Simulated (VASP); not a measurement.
# ZnS (P2_1) in VASP: notebook, part 2 of 2

VASP 6.6.1. Earlier steps stand in the parts before.

## Step 3: Single point, r2SCAN (atoms displaced along a vibrational mode)

The input, POSCAR:

```
ZnS
1.0
    3.8109987816      0.0000000000      0.0000000000
   -1.9054993908      3.3004217586      0.0000000000
    0.0000000000      0.0000000000      6.2340000000
Zn S
2 2
Direct
    0.2894332246      0.6345295566      0.0000000000
    0.7105667754      0.3654704434      0.5000000000
    0.3701344731      0.6936069707      0.3850000000
    0.6298655269      0.3063930293      0.8850000000
```

The input, INCAR.step1:

```
ALGO = Normal ; EDIFF = 1E-4
ENCUT = 520 ; GGA = PE
ISMEAR = 0 ; LASPH = T
LCHARG = F ; LREAL = F
LWAVE = T ; NBANDS = 26
NELM = 60 ; PREC = Accurate
SIGMA = 0.05
```

The input, INCAR.step2:

```
ALGO = Normal ; EDIFF = 1E-7
ENCUT = 520 ; ISIF = 2
ISMEAR = 0 ; ISTART = 1
LASPH = T ; LCHARG = T
LELF = T ; LMIXTAU = T
LREAL = F ; LVHAR = T
LWAVE = F ; METAGGA = R2SCAN
NBANDS = 26 ; NELM = 60
PREC = Accurate ; SIGMA = 0.05
```

The input, KPOINTS:

```
k-points
0
Gamma
  6 6 4
```

Potentials or basis: VASP PAW PBE potentials, release 64 (Zn, S).

Run with:

```sh
$ cat potpaw_PBE.64/Zn/POTCAR potpaw_PBE.64/S/POTCAR > POTCAR
$ cp INCAR.step1 INCAR
$ mpirun -np 1 vasp_std > vasp.out
$ cp INCAR.step2 INCAR
$ mpirun -np 1 vasp_std > vasp.out
```

OUTCAR:

```text
EDIFF = 1E-7
   ENCUT = 520
   ISIF = 2
   ISMEAR = 0
   ISTART = 1
   LASPH = T
   LREAL = F
   METAGGA = R2SCAN
   NELM = 60
   PREC = Accurate

 ion  position               nearest neighbor table
   1  0.289  0.635  0.000-   4 2.29   4 2.32   4 2.33   3 2.42
   2  0.711  0.365  0.500-   3 2.29   3 2.32   3 2.33   4 2.42
   3  0.370  0.694  0.385-   2 2.29   2 2.32   2 2.33   1 2.42
   4  0.630  0.306  0.885-   1 2.29   1 2.32   1 2.33   2 2.42

  LATTYP: Found a hexagonal cell.
 ALAT       =     3.8109987816
 C/A-ratio  =     1.6357916539

  Lattice vectors:

 A1 = (   3.8109987816,   0.0000000000,   0.0000000000)
 A2 = (  -1.9054993908,   3.3004217586,   0.0000000000)
 A3 = (   0.0000000000,   0.0000000000,   6.2340000000)

Analysis of symmetry for initial positions (statically):
=====================================================================
 Subroutine PRICEL returns:
 Original cell was already a primitive cell.

 Routine SETGRP: Setting up the symmetry group for a
 hexagonal supercell.

 Subroutine GETGRP returns: Found  2 space group operations
 (whereof  1 operations were pure point group operations)
 out of a pool of 24 trial point group operations.

The static configuration has the point symmetry C_1 .
 The point group associated with its full space group is C_2 .

Analysis of symmetry for dynamics (positions and initial velocities):
=====================================================================
 Subroutine PRICEL returns:
 Original cell was already a primitive cell.

 Routine SETGRP: Setting up the symmetry group for a
 hexagonal supercell.

 Subroutine GETGRP returns: Found  2 space group operations
 (whereof  1 operations were pure point group operations)
 out of a pool of 24 trial point group operations.

The dynamic configuration has the point symmetry C_1 .
 The point group associated with its full space group is C_2 .

 Subroutine INISYM returns: Found  2 space group operations
 (whereof  1 operations are pure point group operations),
 and found     1 'primitive' translations

----------------------------------------------------------------------------------------

                                     Primitive cell

  volume of cell :      78.4106

  direct lattice vectors                    reciprocal lattice vectors
     3.810998782  0.000000000  0.000000000     0.262398405  0.151495789  0.000000000
    -1.905499391  3.300421759  0.000000000     0.000000000  0.302991579  0.000000000
     0.000000000  0.000000000  6.234000000     0.000000000  0.000000000  0.160410651

  length of vectors
     3.810998782  3.810998782  6.234000000     0.302991579  0.302991579  0.160410651

  position of ions in fractional coordinates (direct lattice)
     0.289433225  0.634529557  0.000000000
     0.710566775  0.365470443  0.500000000
     0.370134473  0.693606971  0.385000000
     0.629865527  0.306393029  0.885000000

  ion indices of the primitive-cell ions
   primitive index   ion index
                 1           1
                 2           2
                 3           3
                 4           4

----------------------------------------------------------------------------------------

 KPOINTS: k-points

Automatic generation of k-mesh.
 Grid dimensions read from file:
 generate k-points for:    6    6    4

 Generating k-lattice:

  Cartesian coordinates                     Fractional coordinates (reciprocal lattice)
     0.043733067  0.025249298  0.000000000     0.166666667  0.000000000  0.000000000
     0.000000000  0.050498596  0.000000000     0.000000000  0.166666667  0.000000000
     0.000000000  0.000000000  0.040102663     0.000000000  0.000000000  0.250000000

  Length of vectors
     0.050498596  0.050498596  0.040102663

  Shift w.r.t. Gamma in fractional coordinates (k-lattice)
     0.000000000  0.000000000  0.000000000

 Subroutine IBZKPT returns following result:
 ===========================================

 Found     60 irreducible k-points:

 Following reciprocal coordinates:
            Coordinates               Weight
  0.000000  0.000000  0.000000      1.000000
  0.166667  0.000000  0.000000      2.000000
  0.000000  0.166667  0.000000      2.000000
 -0.166667  0.166667  0.000000      2.000000
  0.333333  0.000000  0.000000      2.000000
  0.000000  0.333333  0.000000      2.000000
[... 16 lines left out ...]
  0.000000  0.166667  0.250000      4.000000
 -0.166667  0.166667  0.250000      4.000000
 [... further k-points ...]
   k-points           NKPTS =     60   k-points in BZ     NKDIM =     60   number of bands    NBANDS=     26
   number of dos      NEDOS =    301   number of ions     NIONS =      4
   total plane-waves  NPLWV =  37632
   dimension x,y,z NGX =    28 NGY =   28 NGZ =   48
   dimension x,y,z NGXF=    56 NGYF=   56 NGZF=   96
   ions per type =               2   2
   NGX,Y,Z   is equivalent  to a cutoff of  12.21, 12.21, 12.80 a.u.
   NGXF,Y,Z  is equivalent  to a cutoff of  24.43, 24.43, 25.60 a.u.
 SYSTEM =  unknown system
   PREC   = accura    normal or accurate (medium, high low for compatibility)
   ISTART =      1    job   : 0-new  1-cont  2-samecut
   ICHARG =      0    charge: 1-file 2-atom 10-const
   ISPIN  =      1    spin polarized calculation?
   LNONCOLLINEAR =      F non collinear calculations
   LSORBIT =      F    spin-orbit coupling
   LASPH  =      T    aspherical Exc in radial PAW
   ENCUT  =  520.0 eV  38.22 Ry    6.18 a.u.   7.09  7.09 11.59*2*pi/ulx,y,z
   NELM   =     60;   NELMIN=  2; NELMDL=  0     # of ELM steps
   EDIFF  = 0.1E-06   stopping-criterion for ELM
   LREAL  =      F    real-space projection
   EDIFFG = 0.1E-05   stopping-criterion for IOM
   NSW    =      0    number of steps for IOM
   IBRION =     -1    ionic relax: 0-MD 1-quasi-New 2-CG
   NFREE  =      0    steps in history (QN), initial steepest desc. (CG)
   ISIF   =      2    stress and relaxation
   ISYM   =      2    0-nonsym 1-usesym 2-fastsym
   POTIM  = 0.5000    time-step for ionic-motion
   TEBEG  =    0.0;   TEEND  =   0.0 temperature during run
   PSTRESS=    0.0 pullay stress
   NELECT =      36.0000    total number of electrons
   NUPDOWN=      -1.0000    fix difference up-down
   EMIN   =  10.00;   EMAX   =-10.00  energy-range for DOS
   EFERMI =   0.00;   METHOD = LEGACY
   ISMEAR =     0;   SIGMA  =   0.05  broadening in eV -4-tet -1-fermi 0-gaus
   EFERMI_NEDOS =   21; number of points for ismear=-14 and -15
   IALGO  =     38    algorithm
   IMIX   =      4    mixing-type and parameters
     AMIX     =   0.40;   BMIX     =  1.00
     AMIX_MAG =   1.60;   BMIX_MAG =  1.00
  volume/ion in A,a.u.               =      19.60       132.29
  Fermi-wavevector in a.u.,A,eV,Ry     =   1.262944  2.386617 21.701656  1.595027
  Thomas-Fermi vector in A             =   2.396326
   LORBIT       =      0    0 simple, 1 ext, 2 COOP (PROOUT), +10 PAW based schemes
   METAGGA = R2SCAN    functional components
   LHFCALC =     F    Hartree Fock is set to
   AEXX    =    0.0000 exact exchange contribution
   IVDW    =     0    specifies the selected vdW correction
   LEPSILON=     F    determine dielectric tensor
   LRPA    =     F    only Hartree local field effects (RPA)
 non-spin polarized calculation
 Gauss-broadening in eV      SIGMA  =   0.05
  energy-cutoff  :      520.00
  volume of cell :       78.41
 maximum number of plane-waves:      2133
   NGX = 15   NGY = 15   NGZ = 23

 number of electron      35.9999979 magnetization

 Free energy of the ion-electron system (eV)
  ---------------------------------------------------
  ext. energy  EPLUGINS =         0.00000000
  ---------------------------------------------------
  free energy    TOTEN  =       -37.65373554 eV

  energy without entropy =      -37.65373554  energy(sigma->0) =      -37.65373554

 E-fermi :   2.2182     XC(G=0): -10.3112

 val. band max:        1.9339109690   @ k =   0.0000   0.0000   0.0000
 cond. band min:       4.6771274602   @ k =   0.0000   0.0000   0.0000
 fundamental gap:      2.7432164913
 Fermi energy:         2.2181848217

 k-point     1 :       0.0000    0.0000    0.0000
  band No.  band energies     occupation
      1     -11.8305      2.00000
      2     -10.8847      2.00000
      3      -4.6773      2.00000
      4      -4.6157      2.00000
      5      -4.6092      2.00000
      6      -4.5844      2.00000
[... 18 lines left out ...]
     25      10.2112      0.00000
     26      11.5488      0.00000
[... 644 lines left out ...]
      4      -4.5943      2.00000
      5      -4.5722      2.00000
      6      -4.5580      2.00000
[... 18 lines left out ...]
     25      10.5161      0.00000
     26      10.8608      0.00000

 [... further k-points ...]
[... 5 lines left out ...]
  --------------------------------------------------------------------------------------
  -------------------------------------------------------------------------------------
  Total        0.2498179      0.4136031     -0.6986067     -0.1212118      0.0000000      0.0000000
  in kB        5.1045697      8.4512179    -14.2747420     -2.4767407      0.0000000      0.0000000
  external PRESSURE =      -0.2396515 kB  Pullay stress =       0.0000000 kB

 VOLUME and BASIS-vectors are now :
 -----------------------------------------------------------------------------
  energy-cutoff  :      520.00
  volume of cell :       78.41
      direct lattice vectors                 reciprocal lattice vectors
     3.810998782  0.000000000  0.000000000     0.262398405  0.151495789  0.000000000
    -1.905499391  3.300421759  0.000000000     0.000000000  0.302991579  0.000000000
     0.000000000  0.000000000  6.234000000     0.000000000  0.000000000  0.160410651

 POSITION                                       TOTAL-FORCE (eV/Angst)
 -----------------------------------------------------------------------------------
     -0.10607      2.09422      0.00000         0.160982      0.140968      0.344224
      2.01157      1.20621      3.11700        -0.160982     -0.140968      0.344224
      0.08891      2.28920      2.40009        -0.050611     -0.064334     -0.344224
      1.81659      1.01123      5.51709         0.050611      0.064334     -0.344224
 -----------------------------------------------------------------------------------
    total drift:                               -0.000000     -0.000000     -0.014791

  FREE ENERGIE OF THE ION-ELECTRON SYSTEM (eV)
  ---------------------------------------------------
  free  energy   TOTEN  =       -37.6537355405 eV

  energy  without entropy=      -37.6537355405  energy(sigma->0) =      -37.65373554
```

Run time: 3.4 min. Hardware: 1 thread of Intel Xeon 6975P-C (Granite Rapids), shared host; peak memory 0.26 GiB.

Results:

| Item | Value |
| --- | --- |
| Free energy | -37.6537 eV |
| Pressure | 0.0 GPa |
| Largest force | 0.405 eV/Å |
| Band gap on the k mesh | 2.74 eV |

Forces in eV/Å, atoms in the order of the input:
```
Zn   0.161  0.141  0.344
Zn  -0.161 -0.141  0.344
S   -0.051 -0.064 -0.344
S    0.051  0.064 -0.344
```

Stress tensor (GPa, compression positive):
```
 0.51 -0.25  0.00
-0.25  0.85  0.00
 0.00  0.00 -1.43
```

Caveat: the cell differs from its parent crystal (atoms displaced along a vibrational mode); the PAW data sets were made with another functional, which shifts forces and pressure a little.

## Step 4: Single point, r2SCAN (atoms displaced along a vibrational mode)

The input, POSCAR:

```
ZnS
1.0
    3.8109987816      0.0000000000      0.0000000000
   -1.9054993908      3.3004217586      0.0000000000
    0.0000000000      0.0000000000      6.2340000000
Zn S
2 2
Direct
    0.3552833877      0.6827352217      0.0000000000
    0.6447166123      0.3172647783      0.5000000000
    0.3149327635      0.6531965146      0.3850000000
    0.6850672365      0.3468034854      0.8850000000
```

The input, INCAR.step1:

```
PREC     = Accurate       # precision mode
ENCUT    = 520            # plane-wave cutoff, eV
ISMEAR   = 0              # smearing method
SIGMA    = 0.05           # smearing width, eV
LREAL    = False          # projectors in reciprocal space
LASPH    = True           # aspherical terms in the spheres
NELM     = 80             # most SCF steps
NBANDS   = 26             # bands
GGA      = PE             # functional
ALGO     = Normal         # electronic algorithm
EDIFF    = 1E-4           # SCF threshold, eV
LWAVE    = True           # write WAVECAR
LCHARG   = False          # write CHGCAR
```

The input, INCAR.step2:

```
PREC     = Accurate       # precision mode
ENCUT    = 520            # plane-wave cutoff, eV
EDIFF    = 1E-6           # SCF threshold, eV
ISMEAR   = 0              # smearing method
SIGMA    = 0.05           # smearing width, eV
LREAL    = False          # projectors in reciprocal space
LASPH    = True           # aspherical terms in the spheres
NELM     = 80             # most SCF steps
ALGO     = Normal         # electronic algorithm
ISIF     = 2              # what is computed and relaxed
LWAVE    = False          # write WAVECAR
LCHARG   = False          # write CHGCAR
METAGGA  = R2SCAN         # meta-GGA
LMIXTAU  = True         
NBANDS   = 26             # bands
ISTART   = 1
```

The input, KPOINTS:

```
Automatic mesh
0
Gamma
  6 6 4
```

Potentials or basis: VASP PAW PBE potentials, release 64 (Zn, S).

Run with:

```sh
$ cat potpaw_PBE.64/Zn/POTCAR potpaw_PBE.64/S/POTCAR > POTCAR
$ cp INCAR.step1 INCAR
$ mpirun -np 1 vasp_std > vasp.out
$ cp INCAR.step2 INCAR
$ mpirun -np 1 vasp_std > vasp.out
```

OUTCAR:

```text
PREC = Accurate
   ENCUT = 520
   EDIFF = 1E-6
   ISMEAR = 0
   LREAL = False
   LASPH = True
   NELM = 80
   ISIF = 2
   METAGGA = R2SCAN
   ISTART = 1

 ion  position               nearest neighbor table
   1  0.355  0.683  0.000-   4 2.31   4 2.31   4 2.33   3 2.40
   2  0.645  0.317  0.500-   3 2.31   3 2.31   3 2.33   4 2.40
   3  0.315  0.653  0.385-   2 2.31   2 2.31   2 2.33   1 2.40
   4  0.685  0.347  0.885-   1 2.31   1 2.31   1 2.33   2 2.40

  LATTYP: Found a hexagonal cell.
[... 889 lines left out ...]
     25      10.5433      0.00000
     26      10.8172      0.00000

 [... further k-points ...]
[... 5 lines left out ...]
  --------------------------------------------------------------------------------------
  -------------------------------------------------------------------------------------
  Total        0.4378563      0.3706368     -0.5750538      0.0444511      0.0000000      0.0000000
  in kB        8.9467885      7.5732818    -11.7501672      0.9082758      0.0000000      0.0000000
  external PRESSURE =       1.5899677 kB  Pullay stress =       0.0000000 kB

 VOLUME and BASIS-vectors are now :
 -----------------------------------------------------------------------------
  energy-cutoff  :      520.00
  volume of cell :       78.41
      direct lattice vectors                 reciprocal lattice vectors
     3.810998782  0.000000000  0.000000000     0.262398405  0.151495789  0.000000000
    -1.905499391  3.300421759  0.000000000     0.000000000  0.302991579  0.000000000
     0.000000000  0.000000000  6.234000000     0.000000000  0.000000000  0.160410651

 POSITION                                       TOTAL-FORCE (eV/Angst)
 -----------------------------------------------------------------------------------
      0.05303      2.25331      0.00000        -0.090195     -0.073258      0.327534
      1.85247      1.04711      3.11700         0.090195      0.073258      0.327534
     -0.04446      2.15582      2.40009         0.035410      0.031515     -0.327534
      1.94996      1.14460      5.51709        -0.035410     -0.031515     -0.327534
 -----------------------------------------------------------------------------------
    total drift:                                0.000000      0.000001      0.002589

  FREE ENERGIE OF THE ION-ELECTRON SYSTEM (eV)
  ---------------------------------------------------
  free  energy   TOTEN  =       -37.6883160119 eV

  energy  without entropy=      -37.6883160119  energy(sigma->0) =      -37.68831601
```

Run time: 3 min. Hardware: 1 thread of Intel Xeon 6975P-C (Granite Rapids), shared host; peak memory 0.26 GiB.

What came out:

```
Free energy            : -37.6883 eV
Pressure               : 0.2 GPa
Largest force          : 0.348 eV/Å
Band gap on the k mesh : 2.80 eV
```

Forces in eV/Å, atoms in the order of the input:
```
Zn  -0.090 -0.073  0.328
Zn   0.090  0.073  0.328
S    0.035  0.032 -0.328
S   -0.035 -0.032 -0.328
```

Caveat: the cell differs from its parent crystal (atoms displaced along a vibrational mode); the PAW data sets were made with another functional, which shifts forces and pressure a little.

## Step 5: Summary

| cell | gap on the mesh (eV) | pressure (GPa) | largest force (eV/Å) |
| --- | --- | --- | --- |
| as given, atomic positions A | 2.70 | -0.1 | 0.48 |
| as given, atomic positions B | 2.74 | 0.0 | 0.41 |
| as given, atomic positions C | 2.80 | 0.2 | 0.35 |

Alike in all rows: task single point; level r2SCAN; potentials or basis VASP PAW PBE potentials, release 64 (Zn, S); no spin polarisation; k mesh 6 × 6 × 4; cutoff (eV) 520; smearing gaussian 0.05 eV.

Caveats: the PAW data sets were made with another functional, which shifts forces and pressure a little.

Total energies depend on the potentials used, so only differences within one code and one set of settings carry meaning.
